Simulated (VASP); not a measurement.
Set up this calculation in VASP 6.6.1, as the native input.

| Item | Value |
| --- | --- |
| Task | single point |
| Functional | PBE |
| Potentials or basis | VASP PAW PBE potentials, release 64 (Si, Se, F) |
| Cutoff | 520 eV |
| k mesh | 4 × 4 × 4 |
| Occupations | gaussian, width 0.1 eV |
| Spin | collinear spin |
| Starting moments | [0.0, 0.0, 1.0, 1.0] μB |
| Dipole correction | no |
| Further INCAR settings | ALGO = Normal; EDIFF = 1e-06; NBANDS = 24 |

The structure of SiSeF2 lies in POSCAR:

```
SiSeF2
1.0
    2.9085937100     -3.1578874400      0.0000000000
    2.9085937100      3.1578874400      0.0000000000
    0.0000000000      0.0000000000      4.1065091200
Si Se F
1 1 2
Direct
    0.0000000000      0.0000000000      0.0000000000
    0.5000000000      0.5000000000      0.5000000000
    0.8461162200      0.1538837800      0.5000000000
    0.1538837800      0.8461162200      0.5000000000
```

The cell was generated, and may not be a known phase.

The input as run:

INCAR

```
SYSTEM = SiSeF2
ALGO = Normal
EDIFF = 1E-6
ENCUT = 520
GGA = PE
ISIF = 2
ISMEAR = 0
ISPIN = 2
LASPH = .True.
LCHARG = .False.
LORBIT = 11
LREAL = .False.
LWAVE = .False.
MAGMOM = 0 0 1 1
NBANDS = 24
NELM = 150
PREC = Accurate
SIGMA = 0.1
```

KPOINTS

```
k-points
0
Gamma
  4 4 4
  0 0 0
```

Potentials or basis: VASP PAW PBE potentials, release 64 (Si, Se, F).

The run is started by

```bash
$ cat potpaw_PBE.64/Si/POTCAR potpaw_PBE.64/Se/POTCAR potpaw_PBE.64/F/POTCAR > POTCAR
$ mpirun -np 1 vasp_std > vasp.out
```

Results of the run:

```
Pressure                                              : -0.7 GPa
Largest force                                         : 3.717 eV/Å
Band gap on the k mesh                                : zero (filled and empty bands overlap)
Net moment                                            : 0.00 μB per cell
Valence electrons inside the program's atomic spheres : Si 1.35; Se 3.59; F 6.03
```

Caveat: the k points lie up to 0.38 Å⁻¹ apart; semilocal functionals underestimate gaps, and a narrow one can read as zero; forces of over 1 eV/Å act on the atoms, so gaps and moduli don't describe the material at rest.

Wall time 33 s on 1 thread of AMD EPYC 9R45 (Zen 5), on a shared host, peak memory 0.19 GiB.
